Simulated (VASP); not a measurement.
The system is GaN.

```
Ga N
1.0
     0.00000    2.25350    2.25350
     2.25350    0.00000    2.25350
     2.25350    2.25350    0.00000
Ga N
1 1
Direct
  0.00000 0.00000 0.00000
  0.25000 0.25000 0.25000
```

Base run:

| Item | Value |
| --- | --- |
| Program | VASP 6.6.1 |
| Functional | PBE |
| Potentials or basis | VASP PAW PBE potentials, release 64 (Ga_d, N) |
| Cutoff | 600 eV |
| k mesh | 8 × 8 × 8 |
| Occupations | gaussian, width 0.01 eV |
| Spin | no spin polarisation |

Its results: band gap on the k mesh 1.72 eV; pressure 4.9 GPa.

Question: The run is repeated on the same cell with these changes: functional from PBE to revPBE. What comes out?

Answer: Band gap on the k mesh 1.76 eV; pressure 7.8 GPa.

revPBE binds less tightly than PBE, so the same cell stands under more pressure.

Caveats: the cell stands under pressure; the PAW data sets were made with another functional, which shifts forces and pressure a little (at least some runs).

